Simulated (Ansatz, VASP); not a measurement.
AlB2As3 in VASP and in Ansatz

The input INCAR:

```
  PREC = Accurate
  ENCUT = 600
  EDIFF = 1E-7
  ISMEAR = 0
  SIGMA = 0.1
  LREAL = False
  LASPH = True
  NELM = 100
  ALGO = Normal
  ISIF = 3
  LWAVE = False
  LCHARG = False
  GGA = PE
  IBRION = 2
  NSW = 90
  EDIFFG = -0.04
```

The input KPOINTS:

```
regular mesh
0
Gamma
  6 6 4
```

POSCAR

```
AlB2As3
1.0
    1.6097210239     -7.1860771481      0.0000000000
    1.6097210239      7.1860771481      0.0000000000
    0.0000000000      0.0000000000      4.1650698019
Al B As
1 2 3
Direct
    0.0000000000      0.0000000000      0.0000000000
    0.5000000000      0.0000000000      0.5000000000
    0.0000000000      0.5000000000      0.5000000000
    0.5000000000      0.5000000000      0.5000000000
    0.6493879884      0.3506120116      0.0000000000
    0.3506120116      0.6493879884      0.0000000000
```

Input for Ansatz:

```yaml
crystal:
  lattice:
    - [1.6097210239, -7.1860771481, 0.0]
    - [1.6097210239, 7.1860771481, 0.0]
    - [0.0, 0.0, 4.1650698019]
  atoms:
    - { symbol: Al, position: [0.0, 0.0, 0.0] }
    - { symbol: B, position: [0.5, 0.0, 0.5] }
    - { symbol: B, position: [0.0, 0.5, 0.5] }
    - { symbol: As, position: [0.5, 0.5, 0.5] }
    - { symbol: As, position: [0.6493879884, 0.3506120116, 0.0] }
    - { symbol: As, position: [0.3506120116, 0.6493879884, 0.0] }
basis:
  ecutwfc: 420
kpoints:
  mp_grid: { grid: [6, 6, 4] }
hamiltonian:
  xc: pbe
scf:
  occupations: { method: gaussian, width: 0.1 }
  lower_state_search: "off"
output:
  forces: true
  stress: true
  eigenvalues: true
relax:
  adjacent_minimum: "off"
  f_tol: 0.04
  max_steps: 70
  cell: { stress_tol: 0.4 }
```

Change from the starting cell: species swapped into the TbCo2Ni3 type (Cmmm, No. 65).

Alike in both runs: task relaxation of cell and atoms; functional PBE; k mesh 6 × 6 × 4; occupations gaussian, width 0.1 eV; no spin polarisation.

|  | VASP | Ansatz |
| --- | --- | --- |
| version | VASP 6.6.1 | Ansatz 0.2.0 |
| potentials or method | VASP PAW PBE potentials, release 64 (Al, B, As), cutoff 600 eV | scalar-relativistic, plane waves, PAW |
| valence electrons in the cell | 24 | 54 |

|  | VASP | Ansatz | Ansatz less VASP |
| --- | --- | --- | --- |
| gap on the k mesh at the Fermi level, each at its own relaxed structure (eV) | none | none | - |
| relaxed volume (Å³/atom) | 15.92 | 15.95 | +0.028 |
| relaxed cell length with the largest relative difference (Å) | 7.283 | 7.331 | +0.0481 |

A gap of «none» marks a metal or a gap that the smearing closes. VASP's potentials hold 24 valence electrons a cell and Ansatz's 54, so a difference there can come from the potentials and not from the codes.

The k mesh is coarse, so the values compare programs but aren't converged.
